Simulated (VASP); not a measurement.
**MgO: single point with LDA**

MgO:

```
CELL_PARAMETERS angstrom
2.06426 2.06426 0.00000
-2.06426 2.06426 0.00000
0.00000 2.06426 2.06426
ATOMIC_POSITIONS crystal
Mg 0.00000 0.00000 0.00000
O 0.50000 0.50000 0.00000
```

| Quantity | Value |
| --- | --- |
| Program | VASP 6.6.1 |
| Task | single point |
| Functional | LDA |
| Potentials or basis | VASP PAW LDA potentials, release 64 (Mg, O) |
| Cutoff | 520 eV |
| k mesh | 10 × 10 × 10 |
| Occupations | gaussian, width 0.01 eV |
| Spin | no spin polarisation |

The pressure is 2.3 GPa. The band gap on the k mesh is 5.27 eV, direct.

Levels at points of the mesh, in eV from the valence-band top:
```
           k point  band 2  band 3  band 4  band 5  band 6  band 7
(0.00, 0.00, 0.00)    0.00    0.00    0.00    5.27   15.85   15.85
(0.50, 0.00, 0.00)   -4.97   -0.74   -0.74    8.12   13.08   16.62
(0.50, 0.50, 0.00)   -4.41   -1.46   -1.46    8.94   10.37   13.54
```

It took 3.9 s on 1 thread of Intel Xeon 6975P-C, with other jobs on the host, peak memory 0.13 GiB.
